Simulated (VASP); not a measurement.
Write the native input for VASP 6.6.1 that does the following.

| Quantity | Value |
| --- | --- |
| Task | single point |
| Functional | BLYP |
| Potentials or basis | VASP PAW PBE potentials, release 64 (Au) |
| Cutoff | 520 eV |
| k mesh | 11 × 11 × 11 |
| Occupations | fermi-dirac, width 0.05 eV |
| Spin | no spin polarisation |
| Dipole correction | no |
| Further INCAR settings | ALGO = Normal; EDIFF = 1e-06; NBANDS = 12 |

The structure of Au lies in POSCAR:

```
Au
1.0
    0.0000000000      2.1328066798      2.1328066798
    2.1328066798      0.0000000000      2.1328066798
    2.1328066798      2.1328066798      0.0000000000
Au
1
Direct
    0.0000000000      0.0000000000      0.0000000000
```

The input as run:

INCAR

```
SYSTEM = Au
  AGGAC = 1.0
  AGGAX = 1.0
  ALDAC = 0.0
  ALDAX = 1.0
  ALGO = Normal
  EDIFF = 1E-6
  ENCUT = 520
  GGA = B5
  ISIF = 2
  ISMEAR = -1
  LASPH = .TRUE.
  LCHARG = .FALSE.
  LREAL = .FALSE.
  LWAVE = .FALSE.
  NBANDS = 12
  NELM = 80
  PREC = Accurate
  SIGMA = 0.05
```

KPOINTS

```
k-points
0
G
  11 11 11
  0 0 0
```

Potentials or basis: VASP PAW PBE potentials, release 64 (Au).

Command:

```sh
$ cat potpaw_PBE.64/Au/POTCAR > POTCAR
$ mpirun -np 1 vasp_std > vasp.out
```

It gave:

```
Pressure : 0.4 GPa
```

Caveat: the PAW data sets were made with another functional, which shifts forces and pressure a little.

Wall time 27 s on 1 thread of AMD EPYC 7R43 64-Core Processor (Zen 3), on a shared host, peak memory 0.11 GiB.
